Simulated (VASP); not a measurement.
# Si4O7 (a cell with a defect) in VASP: further runs

Runs on Si4O7 (a cell with a defect). Level: LDA. Tasks: single point.

Everything below comes from runs of VASP 6.6.1. Logs are shortened: lines on timing, memory, paths and dates and some standing lists are left out, and cuts for length are marked.

## 1. The cell of the first run

The cell holds a defect, 11 atoms: a = 4.934 Å, b = 4.934 Å, c = 4.934 Å, α = 106.91°, β = 106.91°, γ = 114.72°.

## 2. Single point, LDA (atom 9 moved 0.000 of the way to it and -0.375 Å across, host rigid)

Input file INCAR:

```
  PREC = Accurate
  ENCUT = 520
  EDIFF = 1E-6
  ISMEAR = 0
  SIGMA = 0.05
  LREAL = F
  LASPH = T
  NELM = 80
  ALGO = Normal
  ISIF = 2
  LWAVE = F
  LCHARG = F
  NBANDS = 40
```

Input file KPOINTS:

```
Automatic mesh
0
Gamma
  6 6 6
```

Input file POSCAR:

```
Si4O7
1.0
    0.0000000000      4.1548619959     -2.6614337333
    0.0000000000     -4.1548619959     -2.6614337333
   -4.1548619959      0.0000000000      2.6614337333
Si O
4 7
Direct
    0.2500000000      0.7500000000      0.5000000000
    0.7500000000      0.2500000000      0.5000000000
    0.0000000000      0.0000000000      1.0000000000
    0.5000000000      0.5000000000      1.0000000000
    1.0000000000      0.3055647994      0.3055647994
    0.5555647994      0.7500000000      0.8055647994
    0.0555647994      0.2500000000      0.8055647994
    0.0000000000      0.6944352006      0.6944352006
    0.4361795787      0.1944352006      0.6306147793
    0.9444352006      0.7500000000      0.1944352006
    0.4444352006      0.2500000000      0.1944352006
```

Potentials or basis: VASP PAW LDA potentials, release 64 (Si, O).

Started as:

```
cat potpaw_LDA.64/Si/POTCAR potpaw_LDA.64/O/POTCAR > POTCAR
mpirun -np 1 vasp_std > vasp.out
```

OUTCAR:

```text
PREC = Accurate
   ENCUT = 520
   EDIFF = 1E-6
   ISMEAR = 0
   LREAL = F
   LASPH = T
   NELM = 80
   ISIF = 2

 ion  position               nearest neighbor table
   1  0.250  0.750  0.500-   5 1.75   8 1.75   9 1.79   6 1.80  10 1.80   2 2.66   2 2.66
   2  0.750  0.250  0.500-   5 1.75   8 1.75   9 1.79   7 1.80  11 1.80   1 2.66   1 2.66
   3  0.000  0.000  0.000-   6 1.75   7 1.75  10 1.75  11 1.75   5 1.80   8 1.80   4 2.66   4 2.66

   4  0.500  0.500  0.000-   6 1.75   7 1.75  10 1.75  11 1.75   9 1.83   3 2.66   3 2.66
   5  0.000  0.306  0.306-   1 1.75   2 1.75   3 1.80
   6  0.556  0.750  0.806-   3 1.75   4 1.75   1 1.80
   7  0.056  0.250  0.806-   3 1.75   4 1.75   2 1.80
   8  0.000  0.694  0.694-   1 1.75   2 1.75   3 1.80
   9  0.436  0.194  0.631-   1 1.79   2 1.79   4 1.83
  10  0.944  0.750  0.194-   3 1.75   4 1.75   1 1.80
  11  0.444  0.250  0.194-   3 1.75   4 1.75   2 1.80

  LATTYP: Found a body centered tetragonal cell.
 ALAT       =     5.8758621844
 C/A-ratio  =     0.9058870511

  Lattice vectors:

 A1 = (   0.0000000000,   4.1548619959,  -2.6614337333)
 A2 = (   0.0000000000,  -4.1548619959,  -2.6614337333)
 A3 = (  -4.1548619959,   0.0000000000,   2.6614337333)

Analysis of symmetry for initial positions (statically):
=====================================================================
 Subroutine PRICEL returns:
 Original cell was already a primitive cell.

 Routine SETGRP: Setting up the symmetry group for a
 body centered tetragonal supercell.

 Subroutine GETGRP returns: Found  2 space group operations
 (whereof  2 operations were pure point group operations)
 out of a pool of 16 trial point group operations.

The static configuration has the point symmetry C_1h.

Analysis of symmetry for dynamics (positions and initial velocities):
=====================================================================
 Subroutine PRICEL returns:
 Original cell was already a primitive cell.

 Routine SETGRP: Setting up the symmetry group for a
 body centered tetragonal supercell.

 Subroutine GETGRP returns: Found  2 space group operations
 (whereof  2 operations were pure point group operations)
 out of a pool of 16 trial point group operations.

The dynamic configuration has the point symmetry C_1h.

 Subroutine INISYM returns: Found  2 space group operations
 (whereof  2 operations are pure point group operations),
 and found     1 'primitive' translations

----------------------------------------------------------------------------------------

                                     Primitive cell

  volume of cell :      91.8880

  direct lattice vectors                    reciprocal lattice vectors
     0.000000000  4.154861996 -2.661433733    -0.120340940  0.120340940 -0.187868664
     0.000000000 -4.154861996 -2.661433733    -0.120340940 -0.120340940 -0.187868664
    -4.154861996  0.000000000  2.661433733    -0.240681881  0.000000000  0.000000000

  length of vectors
     4.934177512  4.934177512  4.934177512     0.253492641  0.253492641  0.240681881

  position of ions in fractional coordinates (direct lattice)
     0.250000000  0.750000000  0.500000000
     0.750000000  0.250000000  0.500000000
     0.000000000  0.000000000  0.000000000
     0.500000000  0.500000000  0.000000000
     0.000000000  0.305564799  0.305564799
     0.555564799  0.750000000  0.805564799
     0.055564799  0.250000000  0.805564799
     0.000000000  0.694435201  0.694435201
     0.436179579  0.194435201  0.630614779
     0.944435201  0.750000000  0.194435201
     0.444435201  0.250000000  0.194435201

  ion indices of the primitive-cell ions
   primitive index   ion index
                 1           1
                 2           2
                 3           3
                 4           4
                 5           5
                 6           6
                 7           7
                 8           8
                 9           9
                10          10
                11          11

----------------------------------------------------------------------------------------

 KPOINTS: Automatic mesh

Automatic generation of k-mesh.
 Grid dimensions read from file:
 generate k-points for:    6    6    6

 Generating k-lattice:

  Cartesian coordinates                     Fractional coordinates (reciprocal lattice)
    -0.020056823  0.020056823 -0.031311444     0.166666667 -0.000000000  0.000000000
    -0.020056823 -0.020056823 -0.031311444    -0.000000000  0.166666667  0.000000000
    -0.040113647  0.000000000  0.000000000     0.000000000  0.000000000  0.166666667

  Length of vectors
     0.042248773  0.042248773  0.040113647

  Shift w.r.t. Gamma in fractional coordinates (k-lattice)
     0.000000000  0.000000000  0.000000000

 Subroutine IBZKPT returns following result:
 ===========================================

 Found     68 irreducible k-points:

 Following reciprocal coordinates:
            Coordinates               Weight
  0.000000  0.000000  0.000000      1.000000
  0.166667  0.000000 -0.000000      4.000000
  0.166667  0.000000 -0.166667      4.000000
  0.333333  0.000000 -0.000000      4.000000
  0.333333  0.000000 -0.333333      4.000000
  0.500000  0.000000 -0.000000      2.000000
[... 16 lines left out ...]
  0.000000  0.000000  0.166667      2.000000
  0.333333  0.333333 -0.000000      4.000000
 [... further k-points ...]
   k-points           NKPTS =     68   k-points in BZ     NKDIM =     68   number of bands    NBANDS=     40
   number of dos      NEDOS =    301   number of ions     NIONS =     11
   total plane-waves  NPLWV =  64000
   dimension x,y,z NGX =    40 NGY =   40 NGZ =   40
   dimension x,y,z NGXF=    80 NGYF=   80 NGZF=   80
   ions per type =               4   7
   NGX,Y,Z   is equivalent  to a cutoff of  13.48, 13.48, 13.48 a.u.
   NGXF,Y,Z  is equivalent  to a cutoff of  26.95, 26.95, 26.95 a.u.
 SYSTEM =  unknown system
   PREC   = accura    normal or accurate (medium, high low for compatibility)
   ISTART =      0    job   : 0-new  1-cont  2-samecut
   ICHARG =      2    charge: 1-file 2-atom 10-const
   ISPIN  =      1    spin polarized calculation?
   LNONCOLLINEAR =      F non collinear calculations
   LSORBIT =      F    spin-orbit coupling
   LASPH  =      T    aspherical Exc in radial PAW
   ENCUT  =  520.0 eV  38.22 Ry    6.18 a.u.   9.17  9.17  9.17*2*pi/ulx,y,z
   NELM   =     80;   NELMIN=  2; NELMDL= -5     # of ELM steps
   EDIFF  = 0.1E-05   stopping-criterion for ELM
   LREAL  =      F    real-space projection
   EDIFFG = 0.1E-04   stopping-criterion for IOM
   NSW    =      0    number of steps for IOM
   IBRION =     -1    ionic relax: 0-MD 1-quasi-New 2-CG
   NFREE  =      0    steps in history (QN), initial steepest desc. (CG)
   ISIF   =      2    stress and relaxation
   ISYM   =      2    0-nonsym 1-usesym 2-fastsym
   POTIM  = 0.5000    time-step for ionic-motion
   TEBEG  =    0.0;   TEEND  =   0.0 temperature during run
   PSTRESS=    0.0 pullay stress
   NELECT =      58.0000    total number of electrons
   NUPDOWN=      -1.0000    fix difference up-down
   EMIN   =  10.00;   EMAX   =-10.00  energy-range for DOS
   EFERMI =   0.00;   METHOD = LEGACY
   ISMEAR =     0;   SIGMA  =   0.05  broadening in eV -4-tet -1-fermi 0-gaus
   EFERMI_NEDOS =   21; number of points for ismear=-14 and -15
   IALGO  =     38    algorithm
   IMIX   =      4    mixing-type and parameters
     AMIX     =   0.40;   BMIX     =  1.00
     AMIX_MAG =   1.60;   BMIX_MAG =  1.00
  volume/ion in A,a.u.               =       8.35        56.37
  Fermi-wavevector in a.u.,A,eV,Ry     =   1.404315  2.653771 26.832059  1.972101
  Thomas-Fermi vector in A             =   2.526889
   LORBIT       =      0    0 simple, 1 ext, 2 COOP (PROOUT), +10 PAW based schemes
   GGA     = CA    functional components
   LHFCALC =     F    Hartree Fock is set to
   AEXX    =    0.0000 exact exchange contribution
   IVDW    =     0    specifies the selected vdW correction
   LEPSILON=     F    determine dielectric tensor
   LRPA    =     F    only Hartree local field effects (RPA)
 non-spin polarized calculation
 Gauss-broadening in eV      SIGMA  =   0.05
  energy-cutoff  :      520.00
  volume of cell :       91.89
 maximum number of plane-waves:      2502
 NGX is ok and might be reduce to    40
   NGX = 19   NGY = 19   NGZ = 19

 number of electron      58.0000007 magnetization

 Free energy of the ion-electron system (eV)
  ---------------------------------------------------
  ext. energy  EPLUGINS =         0.00000000
  ---------------------------------------------------
  free energy    TOTEN  =       -90.66329525 eV

  energy without entropy =      -90.66329525  energy(sigma->0) =      -90.66329525

 E-fermi :   9.8553     XC(G=0): -12.4020

 val. band max:        9.6115429980   @ k =   0.5000   0.5000   0.5000
 cond. band min:      11.5415394580   @ k =   0.5000   0.0000   0.5000
 fundamental gap:      1.9299964600
 Fermi energy:         9.8552964569

 k-point     1 :       0.0000    0.0000    0.0000
  band No.  band energies     occupation
      1     -14.6235      2.00000
      2     -11.8422      2.00000
      3     -11.3886      2.00000
      4     -11.2372      2.00000
      5     -10.8941      2.00000
      6     -10.6279      2.00000
[... 32 lines left out ...]
     39      18.4301      0.00000
     40      19.0476      0.00000

 k-point     2 :       0.1667    0.0000   -0.0000
  band No.  band energies     occupation
      1     -14.4663      2.00000
      2     -11.9565      2.00000
      3     -11.6484      2.00000
      4     -11.2824      2.00000
      5     -10.8822      2.00000
      6     -10.6930      2.00000
[... 935 lines left out ...]
     39      18.5632      0.00000
     40      19.3541      0.00000

 k-point    24 :       0.3333    0.3333   -0.0000
  band No.  band energies     occupation
      1     -13.3206      2.00000
      2     -13.0875      2.00000
      3     -12.4244      2.00000
      4     -11.4512      2.00000
      5     -10.6978      2.00000
      6     -10.5723      2.00000
[... 32 lines left out ...]
     39      18.5547      0.00000
     40      19.2466      0.00000

 [... further k-points ...]
[... 5 lines left out ...]
  --------------------------------------------------------------------------------------
  -------------------------------------------------------------------------------------
  Total        1.3303230     -1.1989904     -1.0323211     -1.5896162      0.0000000      0.0000000
  in kB       23.1957724    -20.9058314    -17.9997518    -27.7168580      0.0000000      0.0000000
  external PRESSURE =      -5.2366036 kB  Pullay stress =       0.0000000 kB

 VOLUME and BASIS-vectors are now :
 -----------------------------------------------------------------------------
  energy-cutoff  :      520.00
  volume of cell :       91.89
      direct lattice vectors                 reciprocal lattice vectors
     0.000000000  4.154861996 -2.661433733    -0.120340940  0.120340940 -0.187868664
     0.000000000 -4.154861996 -2.661433733    -0.120340940 -0.120340940 -0.187868664
    -4.154861996  0.000000000  2.661433733    -0.240681881  0.000000000  0.000000000

 POSITION                                       TOTAL-FORCE (eV/Angst)
 -----------------------------------------------------------------------------------
     -2.07743     -2.07743     -1.33072         0.663941      0.054048     -1.503728
     -2.07743      2.07743     -1.33072         0.663941      0.054048      1.503728
      0.00000      0.00000      0.00000        -0.238212     -0.073858     -0.000000
      0.00000      0.00000     -2.66143         0.247962     -0.157246     -0.000000
     -1.26958     -1.26958      0.00000         0.296652      0.014404     -0.000000
     -3.34701     -0.80785     -1.33072        -0.144369     -1.097398     -0.847041
     -3.34701     -0.80785      1.33072        -0.144369     -1.097398      0.847041
     -2.88528     -2.88528      0.00000        -0.132017     -0.078828     -0.000000
     -2.62012      1.00441      0.00000        -3.682048      2.461898     -0.000000
     -0.80785      0.80785     -3.99215         1.234260     -0.039835      0.977480
     -0.80785      0.80785     -1.33072         1.234260     -0.039835     -0.977480
 -----------------------------------------------------------------------------------
    total drift:                               -0.000631     -0.000097      0.000001

  FREE ENERGIE OF THE ION-ELECTRON SYSTEM (eV)
  ---------------------------------------------------
  free  energy   TOTEN  =       -90.6632952453 eV

  energy  without entropy=      -90.6632952453  energy(sigma->0) =      -90.66329525
```

Run time: 11 min. Hardware: 1 thread of AMD EPYC 7R13, shared host; peak memory 0.27 GiB.

Results:

| Item | Value |
| --- | --- |
| Free energy | -90.6633 eV |
| Pressure | -0.5 GPa |
| Largest force | 4.429 eV/Å |
| Band gap on the k mesh | 1.93 eV |

Forces on the atoms (eV/Å):
```
Si   0.664  0.054 -1.504
Si   0.664  0.054  1.504
Si  -0.238 -0.074  0.000
Si   0.248 -0.157  0.000
O    0.297  0.014  0.000
O   -0.144 -1.097 -0.847
O   -0.144 -1.097  0.847
O   -0.132 -0.079  0.000
O   -3.682  2.462  0.000
O    1.234 -0.040  0.977
O    1.234 -0.040 -0.977
```

Levels at points of the mesh, in eV from the valence-band top:
```
           k point  band 27  band 28  band 29  band 30  band 31  band 32
(0.00, 0.00, 0.00)    -3.02    -2.55    -2.19     3.88     4.08     4.33
(0.50, 0.00, 0.00)    -3.25    -3.07    -0.26     3.11     3.79     5.96
(0.50, 0.00, 0.50)    -3.28    -3.01    -0.51     1.93     4.19     6.41
(0.50, 0.50, 0.00)    -3.49    -2.88    -0.80     2.82     4.77     5.91
(0.00, 0.00, 0.50)    -3.60    -3.46    -0.65     2.55     4.67     6.03
(0.50, 0.50, 0.50)    -4.42    -4.22     0.00     2.69     3.89     5.81
```

Caveat: the cell differs from its parent crystal (atom 9 moved 0.000 of the way to it and -0.375 Å across, host rigid).

## 3. Single point, LDA (atom 9 moved 0.375 of the way to it and -0.500 Å across, host rigid)

Input file INCAR:

```
PREC = Accurate
ENCUT = 520
EDIFF = 1E-6
ISMEAR = 0
SIGMA = 0.05
LREAL = False
LASPH = True
NELM = 100
ALGO = Normal
ISIF = 2
LWAVE = False
LCHARG = False
GGA = CA
NBANDS = 40
```

KPOINTS is that of step 2.

POSCAR: that of step 2 with these lines changed.

```diff
@@ -16,3 +16,3 @@
     0.0000000000      0.6944352006      0.6944352006
-    0.4361795787      0.1944352006      0.6306147793
+    0.4149061050      0.0486088002      0.4635149051
     0.9444352006      0.7500000000      0.1944352006
```

Potentials or basis: VASP PAW LDA potentials, release 64 (Si, O).

Started as:

```
cat potpaw_LDA.64/Si/POTCAR potpaw_LDA.64/O/POTCAR > POTCAR
mpirun -np 1 vasp_std > vasp.out
```

It took 2.6 min on 1 thread of Intel Xeon 6975P-C (Granite Rapids), shared host; peak memory 0.3 GiB.

The run converged. Its results:

```
Free energy   : -83.8096 eV
Pressure      : 31.6 GPa
Largest force : 10.126 eV/Å
```

Forces in eV/Å, atoms in the order of the input:
```
Si   0.988  4.512  9.012
Si   0.988  4.512 -9.012
Si  -0.407  0.147  0.000
Si  -3.296 -2.251  0.000
O    0.079  0.147  0.000
O    1.466 -0.803 -1.165
O    1.466 -0.803  1.165
O   -0.189 -0.113  0.000
O   -8.694 -3.156  0.000
O    3.799 -1.096  3.718
O    3.799 -1.096 -3.718
```

Stress tensor (GPa, compression positive):
```
14.85 -9.28  0.00
-9.28 15.73  0.00
 0.00  0.00 64.07
```

Levels at points of the mesh, in eV from the Fermi level:
```
           k point  band 25  band 26  band 27  band 28  band 29  band 30  band 31  band 32  band 33  band 34
(0.00, 0.00, 0.00)    -5.87    -5.48    -5.07    -4.53    -2.19     0.12     2.60     2.83     3.53     4.88
(0.50, 0.00, 0.00)    -6.01    -5.69    -5.45    -4.90    -0.44     0.67     1.86     2.61     4.09     4.38
(0.50, 0.00, 0.50)    -6.30    -5.23    -5.18    -4.74    -0.45     0.74     1.45     2.56     4.37     5.09
(0.50, 0.50, 0.00)    -6.12    -5.77    -5.61    -5.40    -1.01     0.57     3.46     3.76     4.02     4.25
(0.00, 0.00, 0.50)    -6.24    -5.78    -5.70    -5.38    -0.64     0.50     2.83     3.53     4.10     4.38
(0.50, 0.50, 0.50)    -6.78    -6.51    -6.05    -5.64    -0.07     0.89     2.16     2.93     4.33     4.36
```

Caveat: the cell differs from its parent crystal (atom 9 moved 0.375 of the way to it and -0.500 Å across, host rigid).

(Part 1 of 3 ends here.)
